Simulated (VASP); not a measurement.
# BaW2 (Fd-3m) in VASP: further runs

BaW2 is run at these levels: PBE; tasks: single point, relaxation of cell and atoms.

All numbers are computed with VASP 6.6.1; they aren't measurements. Logs are shortened: lines on timing, memory, paths and dates and some standing lists are left out, and cuts for length are marked.

## Step 1: The cell of the first run

It takes space group Fd-3m (No. 227, cubic). The conventional cell has a = 8.124 Å, b = 8.124 Å, c = 8.124 Å, α = 90.00°, β = 90.00°, γ = 90.00°. Ba (site symmetry -43m) has 12 W at 3.37 Å and 4 Ba at 3.52 Å within 4.4 Å. Within 3.8 Å of W (site symmetry -3m) lie 6 W at 2.87 Å and 6 Ba at 3.37 Å.

## Step 2: Single point, PBE

Contents of INCAR:

```
SYSTEM = BaW2
PREC     = Accurate       ! precision mode
ENCUT    = 520            ! plane-wave cutoff, eV
EDIFF    = 1E-7           ! SCF threshold, eV
ISMEAR   = 0              ! smearing method
SIGMA    = 0.1            ! smearing width, eV
LREAL    = .FALSE.        ! projectors in reciprocal space
LASPH    = .TRUE.         ! aspherical terms in the spheres
NELM     = 100            ! most SCF steps
ALGO     = Fast           ! electronic algorithm
ISIF     = 2              ! what is computed and relaxed
LWAVE    = .FALSE.        ! write WAVECAR
LCHARG   = .FALSE.        ! write CHGCAR
GGA      = PE             ! functional
NBANDS   = 47             ! bands
```

Contents of KPOINTS:

```
regular mesh
0
G
  8 8 8
  0 0 0
```

Contents of POSCAR:

```
BaW2
1.0
    0.0000000000      4.0620824742      4.0620824742
    4.0620824742      0.0000000000      4.0620824742
    4.0620824742      4.0620824742      0.0000000000
Ba W
2 4
Direct
    0.5000000000      0.5000000000      0.5000000000
    0.7500000000      0.7500000000      0.7500000000
    0.1250000000      0.1250000000      0.1250000000
    0.6250000000      0.1250000000      0.1250000000
    0.1250000000      0.1250000000      0.6250000000
    0.1250000000      0.6250000000      0.1250000000
```

Potentials or basis: VASP PAW PBE potentials, release 64 (Ba_sv, W_sv).

The run is started by

```bash
$ cat potpaw_PBE.64/Ba_sv/POTCAR potpaw_PBE.64/W_sv/POTCAR > POTCAR
$ mpirun -np 1 vasp_std > vasp.out
```

OUTCAR:

```text
SYSTEM = BaW2
   PREC = Accurate
   ENCUT = 520
   EDIFF = 1E-7
   ISMEAR = 0
   LREAL = .FALSE.
   LASPH = .TRUE.
   NELM = 100
   ISIF = 2
   GGA = PE

 ion  position               nearest neighbor table
   1  0.500  0.500  0.500-   3 3.37   5 3.37   6 3.37   3 3.37   4 3.37   5 3.37   3 3.37   4 3.37
                             6 3.37   4 3.37   5 3.37   6 3.37   2 3.52   2 3.52   2 3.52   2 3.52
   2  0.750  0.750  0.750-   4 3.37   5 3.37   6 3.37   3 3.37   4 3.37   6 3.37   3 3.37   4 3.37
                             5 3.37   3 3.37   5 3.37   6 3.37   1 3.52   1 3.52   1 3.52   1 3.52
   3  0.125  0.125  0.125-   4 2.87   5 2.87   6 2.87   5 2.87   6 2.87   4 2.87   1 3.37   2 3.37
                             1 3.37   2 3.37   1 3.37   2 3.37
   4  0.625  0.125  0.125-   3 2.87   5 2.87   6 2.87   3 2.87   5 2.87   6 2.87   2 3.37   1 3.37
                             1 3.37   2 3.37   2 3.37   1 3.37
   5  0.125  0.125  0.625-   3 2.87   3 2.87   4 2.87   6 2.87   6 2.87   4 2.87   1 3.37   2 3.37
                             1 3.37   2 3.37   1 3.37   2 3.37
   6  0.125  0.625  0.125-   3 2.87   5 2.87   3 2.87   4 2.87   5 2.87   4 2.87   2 3.37   1 3.37
                             2 3.37   2 3.37   1 3.37   1 3.37

  LATTYP: Found a face centered cubic cell.
 ALAT       =     8.1241649484

  Lattice vectors:

 A1 = (   0.0000000000,   4.0620824742,   4.0620824742)
 A2 = (   4.0620824742,   0.0000000000,   4.0620824742)
 A3 = (   4.0620824742,   4.0620824742,   0.0000000000)

Analysis of symmetry for initial positions (statically):
=====================================================================
 Subroutine PRICEL returns:
 Original cell was already a primitive cell.

 Routine SETGRP: Setting up the symmetry group for a
 face centered cubic supercell.

 Subroutine GETGRP returns: Found 48 space group operations
 (whereof 24 operations were pure point group operations)
 out of a pool of 48 trial point group operations.

The static configuration has the point symmetry T_d .
 The point group associated with its full space group is O_h .

Analysis of symmetry for dynamics (positions and initial velocities):
=====================================================================
 Subroutine PRICEL returns:
 Original cell was already a primitive cell.

 Routine SETGRP: Setting up the symmetry group for a
 face centered cubic supercell.

 Subroutine GETGRP returns: Found 48 space group operations
 (whereof 24 operations were pure point group operations)
 out of a pool of 48 trial point group operations.

The dynamic configuration has the point symmetry T_d .
 The point group associated with its full space group is O_h .

 Subroutine INISYM returns: Found 48 space group operations
 (whereof 24 operations are pure point group operations),
 and found     1 'primitive' translations

----------------------------------------------------------------------------------------

                                     Primitive cell

  volume of cell :     134.0529

  direct lattice vectors                    reciprocal lattice vectors
     0.000000000  4.062082474  4.062082474    -0.123089574  0.123089574  0.123089574
     4.062082474  0.000000000  4.062082474     0.123089574 -0.123089574  0.123089574
     4.062082474  4.062082474  0.000000000     0.123089574  0.123089574 -0.123089574

  length of vectors
     5.744652126  5.744652126  5.744652126     0.213197395  0.213197395  0.213197395

  position of ions in fractional coordinates (direct lattice)
     0.500000000  0.500000000  0.500000000
     0.750000000  0.750000000  0.750000000
     0.125000000  0.125000000  0.125000000
     0.625000000  0.125000000  0.125000000
     0.125000000  0.125000000  0.625000000
     0.125000000  0.625000000  0.125000000

  ion indices of the primitive-cell ions
   primitive index   ion index
                 1           1
                 2           2
                 3           3
                 4           4
                 5           5
                 6           6

----------------------------------------------------------------------------------------

 KPOINTS: regular mesh

Automatic generation of k-mesh.
 Grid dimensions read from file:
 generate k-points for:    8    8    8

 Generating k-lattice:

  Cartesian coordinates                     Fractional coordinates (reciprocal lattice)
    -0.015386197  0.015386197  0.015386197     0.125000000  0.000000000  0.000000000
     0.015386197 -0.015386197  0.015386197     0.000000000  0.125000000  0.000000000
     0.015386197  0.015386197 -0.015386197     0.000000000  0.000000000  0.125000000

  Length of vectors
     0.026649674  0.026649674  0.026649674

  Shift w.r.t. Gamma in fractional coordinates (k-lattice)
     0.000000000  0.000000000  0.000000000

 Subroutine IBZKPT returns following result:
 ===========================================

 Found     29 irreducible k-points:

 Following reciprocal coordinates:
            Coordinates               Weight
  0.000000  0.000000  0.000000      1.000000
  0.125000  0.000000  0.000000      8.000000
  0.250000  0.000000  0.000000      8.000000
  0.375000  0.000000  0.000000      8.000000
  0.500000  0.000000  0.000000      4.000000
  0.125000  0.125000  0.000000      6.000000
[... 16 lines left out ...]
  0.500000  0.250000  0.125000     48.000000
 -0.375000  0.250000  0.125000     24.000000
 [... further k-points ...]
   k-points           NKPTS =     29   k-points in BZ     NKDIM =     29   number of bands    NBANDS=     47
   number of dos      NEDOS =    301   number of ions     NIONS =      6
   total plane-waves  NPLWV = 110592
   dimension x,y,z NGX =    48 NGY =   48 NGZ =   48
   dimension x,y,z NGXF=    96 NGYF=   96 NGZF=   96
   ions per type =               2   4
   NGX,Y,Z   is equivalent  to a cutoff of  13.89, 13.89, 13.89 a.u.
   NGXF,Y,Z  is equivalent  to a cutoff of  27.78, 27.78, 27.78 a.u.
 SYSTEM =  BaW2
   PREC   = accura    normal or accurate (medium, high low for compatibility)
   ISTART =      0    job   : 0-new  1-cont  2-samecut
   ICHARG =      2    charge: 1-file 2-atom 10-const
   ISPIN  =      1    spin polarized calculation?
   LNONCOLLINEAR =      F non collinear calculations
   LSORBIT =      F    spin-orbit coupling
   LASPH  =      T    aspherical Exc in radial PAW
   ENCUT  =  520.0 eV  38.22 Ry    6.18 a.u.  10.68 10.68 10.68*2*pi/ulx,y,z
   NELM   =    100;   NELMIN=  2; NELMDL= -5     # of ELM steps
   EDIFF  = 0.1E-06   stopping-criterion for ELM
   LREAL  =      F    real-space projection
   EDIFFG = 0.1E-05   stopping-criterion for IOM
   NSW    =      0    number of steps for IOM
   IBRION =     -1    ionic relax: 0-MD 1-quasi-New 2-CG
   NFREE  =      0    steps in history (QN), initial steepest desc. (CG)
   ISIF   =      2    stress and relaxation
   ISYM   =      2    0-nonsym 1-usesym 2-fastsym
   POTIM  = 0.5000    time-step for ionic-motion
   TEBEG  =    0.0;   TEEND  =   0.0 temperature during run
   PSTRESS=    0.0 pullay stress
   NELECT =      76.0000    total number of electrons
   NUPDOWN=      -1.0000    fix difference up-down
   EMIN   =  10.00;   EMAX   =-10.00  energy-range for DOS
   EFERMI =   0.00;   METHOD = LEGACY
   ISMEAR =     0;   SIGMA  =   0.10  broadening in eV -4-tet -1-fermi 0-gaus
   EFERMI_NEDOS =   21; number of points for ismear=-14 and -15
   IALGO  =     68    algorithm
   IMIX   =      4    mixing-type and parameters
     AMIX     =   0.40;   BMIX     =  1.00
     AMIX_MAG =   1.60;   BMIX_MAG =  1.00
  volume/ion in A,a.u.               =      22.34       150.77
  Fermi-wavevector in a.u.,A,eV,Ry     =   1.354942  2.560469 24.978489  1.835867
  Thomas-Fermi vector in A             =   2.482071
   LORBIT       =      0    0 simple, 1 ext, 2 COOP (PROOUT), +10 PAW based schemes
   GGA     = PE    functional components
   LHFCALC =     F    Hartree Fock is set to
   AEXX    =    0.0000 exact exchange contribution
   IVDW    =     0    specifies the selected vdW correction
   LEPSILON=     F    determine dielectric tensor
   LRPA    =     F    only Hartree local field effects (RPA)
 non-spin polarized calculation
 RMM-DIIS sequential band-by-band and
 Gauss-broadening in eV      SIGMA  =   0.10
  energy-cutoff  :      520.00
  volume of cell :      134.05
 maximum number of plane-waves:      3695
 NGX is ok and might be reduce to    48
   NGX = 21   NGY = 21   NGZ = 21

 number of electron      76.0000008 magnetization

 Free energy of the ion-electron system (eV)
  ---------------------------------------------------
  ext. energy  EPLUGINS =         0.00000000
  ---------------------------------------------------
  free energy    TOTEN  =       -48.47685242 eV

  energy without entropy =      -48.44767766  energy(sigma->0) =      -48.46226504

 E-fermi :   6.7431     XC(G=0): -11.6254

 val. band max:        6.7205690244   @ k =   0.1250   0.1250   0.0000
 cond. band min:       6.7525446225   @ k =  -0.3750   0.2500   0.1250
 fundamental gap:      0.0319755980
 Fermi energy:         6.7430938134

 k-point     1 :       0.0000    0.0000    0.0000
  band No.  band energies     occupation
      1     -66.9396      2.00000
      2     -66.8761      2.00000
      3     -66.8761      2.00000
      4     -66.8761      2.00000
      5     -31.5739      2.00000
      6     -31.3236      2.00000
[... 39 lines left out ...]
     46       8.5450      0.00000
     47       8.5770      0.00000

 k-point     2 :       0.1250    0.0000    0.0000
  band No.  band energies     occupation
      1     -66.9378      2.00000
      2     -66.8779      2.00000
      3     -66.8761      2.00000
      4     -66.8761      2.00000
      5     -31.5535      2.00000
      6     -31.3172      2.00000
[... 39 lines left out ...]
     46       8.6374      0.00000
     47       8.7351      0.00000

 k-point     3 :       0.2500    0.0000    0.0000
  band No.  band energies     occupation
      1     -66.9329      2.00000
      2     -66.8828      2.00000
      3     -66.8761      2.00000
      4     -66.8761      2.00000
      5     -31.5040      2.00000
      6     -31.2968      2.00000
[... 39 lines left out ...]
     46       8.6341      0.00000
     47       9.1847      0.00000

 k-point     4 :       0.3750    0.0000    0.0000
  band No.  band energies     occupation
      1     -66.9269      2.00000
      2     -66.8888      2.00000
      3     -66.8761      2.00000
      4     -66.8761      2.00000
      5     -31.4593      2.00000
      6     -31.2857      2.00000
[... 939 lines left out ...]
     46       9.1478      0.00000
     47       9.5466      0.00000

 k-point    23 :       0.5000    0.2500    0.1250
  band No.  band energies     occupation
      1     -66.9225      2.00000
      2     -66.8932      2.00000
      3     -66.8761      2.00000
      4     -66.8761      2.00000
      5     -31.4068      2.00000
      6     -31.2843      2.00000
[... 39 lines left out ...]
     46       9.5461      0.00000
     47       9.7268      0.00000

 k-point    24 :      -0.3750    0.2500    0.1250
  band No.  band energies     occupation
      1     -66.9191      2.00000
      2     -66.8967      2.00000
      3     -66.8761      2.00000
      4     -66.8761      2.00000
      5     -31.3895      2.00000
      6     -31.2751      2.00000
[... 39 lines left out ...]
     46       9.5076      0.00000
     47       9.9415      0.00000

 [... further k-points ...]

------------------------ aborting loop because EDIFF is reached ----------------------------------------

  FORCE on cell =-STRESS in cart. coord.  units (eV):
  Direction    XX          YY          ZZ          XY          YZ          ZX
  --------------------------------------------------------------------------------------
  -------------------------------------------------------------------------------------
  Total        1.2318449      1.2318449      1.2318449     -0.0000000      0.0000000      0.0000000
  in kB       14.7228003     14.7228003     14.7228003     -0.0000000      0.0000000      0.0000000
  external PRESSURE =      14.7228003 kB  Pullay stress =       0.0000000 kB

 VOLUME and BASIS-vectors are now :
 -----------------------------------------------------------------------------
  energy-cutoff  :      520.00
  volume of cell :      134.05
      direct lattice vectors                 reciprocal lattice vectors
     0.000000000  4.062082474  4.062082474    -0.123089574  0.123089574  0.123089574
     4.062082474  0.000000000  4.062082474     0.123089574 -0.123089574  0.123089574
     4.062082474  4.062082474  0.000000000     0.123089574  0.123089574 -0.123089574

 POSITION                                       TOTAL-FORCE (eV/Angst)
 -----------------------------------------------------------------------------------
      4.06208      4.06208      4.06208         0.000000     -0.000000     -0.000000
      6.09312      6.09312      6.09312        -0.000000      0.000000      0.000000
      1.01552      1.01552      1.01552        -0.000000      0.000000      0.000000
      1.01552      3.04656      3.04656         0.000000      0.000000      0.000000
      3.04656      3.04656      1.01552        -0.000000      0.000000      0.000000
      3.04656      1.01552      3.04656        -0.000000      0.000000      0.000000
 -----------------------------------------------------------------------------------
    total drift:                                0.000000      0.000000      0.000000

  FREE ENERGIE OF THE ION-ELECTRON SYSTEM (eV)
  ---------------------------------------------------
  free  energy   TOTEN  =       -48.4768524217 eV

  energy  without entropy=      -48.4476776598  energy(sigma->0) =      -48.46226504
```

It took 23 min on 1 thread of Intel Xeon 8259CL, shared host; peak memory 0.42 GiB.

What came out:

```yaml
Free_energy: -48.4769 eV
Pressure: 1.5 GPa
Band_gap_on_the_k_mesh: zero (bands 38 and 39 overlap by 2.07 eV)
```

Caveat: spin-orbit coupling is left out, which moves the levels of the heavy elements.

## Step 3: Relaxation of cell and atoms, PBE

This run uses another cell than the first one, of 22.24 Å³/atom.

Contents of INCAR:

```
SYSTEM = BaW2
PREC = Accurate ; ENCUT = 600
EDIFF = 1E-6 ; ISMEAR = 0
SIGMA = 0.1 ; LREAL = .False.
LASPH = .True. ; NELM = 100
ALGO = Fast ; ISIF = 3
LWAVE = .False. ; LCHARG = .False.
GGA = PE ; IBRION = 2
NSW = 100 ; EDIFFG = -0.01
```

Contents of KPOINTS:

```
regular mesh
0
Gamma
  8 8 8
  0 0 0
```

Changes to POSCAR since step 2:

```diff
@@ -2,5 +2,5 @@
 1.0
-    0.0000000000      4.0620824742      4.0620824742
-    4.0620824742      0.0000000000      4.0620824742
-    4.0620824742      4.0620824742      0.0000000000
+    0.0000000000      4.0559469981      4.0559469981
+    4.0559469981      0.0000000000      4.0559469981
+    4.0559469981      4.0559469981      0.0000000000
 Ba W
```

Potentials or basis: VASP PAW PBE potentials, release 64 (Ba_sv, W_sv).

The run is started by

```bash
$ cat potpaw_PBE.64/Ba_sv/POTCAR potpaw_PBE.64/W_sv/POTCAR > POTCAR
$ mpirun -np 1 vasp_std > vasp.out
```

Run time: 32 min. Hardware: 1 thread of Intel Xeon 8259CL, shared host; peak memory 0.45 GiB.

Results (log left out):

| Property | Result |
| --- | --- |
| Free energy | -48.4851 eV |
| Relaxed volume | 22.63 Å³/atom |
| Relaxed cell | a = 5.770 Å, b = 5.770 Å, c = 5.770 Å, α = 60.00°, β = 60.00°, γ = 60.00° |
| Space group after relaxing (to 0.1 Å) | Fd-3m (No. 227) |
| Energy gained by relaxing | 2.4 meV/atom |
| Ionic steps | 3 |
| Pressure after relaxing | 0.0 GPa |
| Band gap on the k mesh | zero (bands 38 and 39 overlap by 2.04 eV) |

The path:
```tsv
step	energy change (eV)	largest force (eV/Å)	pressure (GPa)	volume (Å³)
1	0.0000	0.0000	2.03	133.45
2	0.0101	0.0000	-2.43	138.97
3	-0.0147	0.0000	0.01	135.80
```

Final structure:
```xyz
6
Lattice="0.0000 4.0797 4.0797 4.0797 0.0000 4.0797 4.0797 4.0797 0.0000" Properties=species:S:1:pos:R:3 pbc="T T T"
Ba    4.0797    4.0797    4.0797
Ba    6.1195    6.1195    6.1195
W     1.0199    1.0199    1.0199
W     1.0199    3.0598    3.0598
W     3.0598    3.0598    1.0199
W     3.0598    1.0199    3.0598
```

Levels at points of the mesh, in eV from the Fermi level:
```csv
k point,band 36,band 37,band 38,band 39,band 40,band 41
"(0.00, 0.00, 0.00)",0.17,1.42,1.42,1.43,1.65,1.65
"(0.50, 0.00, 0.00)",-0.90,-0.90,-0.71,0.18,0.18,1.51
"(0.50, 0.50, 0.00)",-1.03,-0.93,-0.93,-0.29,-0.29,-0.12
```

Caveat: spin-orbit coupling is left out, which moves the levels of the heavy elements.
